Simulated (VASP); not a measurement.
Wanted: the native input for a VASP 6.6.1 run.

| Property | Result |
| --- | --- |
| Task | single point |
| Functional | PBEsol |
| Potentials or basis | VASP PAW PBE potentials, release 64 (Li_sv, Cl) |
| Cutoff | 520 eV |
| k mesh | 8 × 8 × 8 |
| Occupations | gaussian, width 0.02 eV |
| Spin | no spin polarisation |
| Dipole correction | no |
| Further INCAR settings | ALGO = Normal; EDIFF = 1e-06; NBANDS = 12 |

The structure of LiCl lies in POSCAR:

```
LiCl
1.0
    0.0000000000      2.5314109853      2.5314109853
    2.5314109853      0.0000000000      2.5314109853
    2.5314109853      2.5314109853      0.0000000000
Li Cl
1 1
Direct
    0.0000000000      0.0000000000      0.0000000000
    0.5000000000      0.5000000000      0.5000000000
```

These files were run (other wordings do the same):

INCAR

```
SYSTEM = LiCl
ALGO     = Normal         ! electronic algorithm
EDIFF    = 1E-6           ! SCF threshold, eV
ENCUT    = 520            ! plane-wave cutoff, eV
GGA      = PS             ! functional
ISIF     = 2              ! what is computed and relaxed
ISMEAR   = 0              ! smearing method
LASPH    = .True.         ! aspherical terms in the spheres
LCHARG   = .True.         ! write CHGCAR
LELF     = .True.         ! ELF
LREAL    = .False.        ! projectors in reciprocal space
LVHAR    = .True.       
LWAVE    = .False.        ! write WAVECAR
NBANDS   = 12             ! bands
NELM     = 60             ! most SCF steps
PREC     = Accurate       ! precision mode
SIGMA    = 0.02           ! smearing width, eV
```

KPOINTS

```
k-points
0
Gamma
  8 8 8
  0 0 0
```

Potentials or basis: VASP PAW PBE potentials, release 64 (Li_sv, Cl).

Command:

```sh
$ cat potpaw_PBE.64/Li_sv/POTCAR potpaw_PBE.64/Cl/POTCAR > POTCAR
$ mpirun -np 1 vasp_std > vasp.out
```

Results of the run:

The band gap on the k mesh is 6.37 eV, direct.

Run time: 10 s on 1 thread of AMD EPYC 7R13 Processor (Zen 3), with other jobs on the host, peak memory 0.12 GiB.
